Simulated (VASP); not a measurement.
Here is a VASP 6.6.1 calculation.

INCAR

```
SYSTEM = C
ALGO = Normal
EDIFF = 1E-6
ENCUT = 520
GGA = PE
ISIF = 2
ISMEAR = 0
IVDW = 12
LASPH = .TRUE.
LCHARG = .TRUE.
LELF = .TRUE.
LREAL = .FALSE.
LVHAR = .TRUE.
LWAVE = .FALSE.
NBANDS = 11
NELM = 60
PREC = Accurate
SIGMA = 0.03
```

Contents of KPOINTS:

```
k-points
0
G
  16 16 16
  0 0 0
```

File POSCAR:

```
C
1.0
    0.0000000000      2.1759733913      3.4645497982
    1.2569692796      0.0000000000      3.4645497982
    1.2569692796      2.1759733913      0.0000000000
C
2
Direct
    0.1842684003      0.8157315997      0.1842684003
    0.8157315997      0.1842684003      0.8157315997
```

Potentials or basis: VASP PAW PBE potentials, release 64 (C).

The run is started by

```sh
$ cat potpaw_PBE.64/C/POTCAR > POTCAR
$ mpirun -np 1 vasp_std > vasp.out
```

Task: Estimate the dispersion energy per atom.

Result: -0.149 eV.

Task: What does it give for the pressure?

Result: -7.3 GPa.

Task: Estimate the largest force.

Result: 5.810 eV/Å.

Forces on the atoms (eV/Å):
```
C    0.000 -5.810  0.000
C    0.000  5.810  0.000
```

Caveat: the cell differs from its parent crystal (atoms shifted along a free coordinate); the stress differs along the axes, from -18 to -1 GPa; forces of over 1 eV/Å act on the atoms, so gaps and moduli don't describe the material at rest.
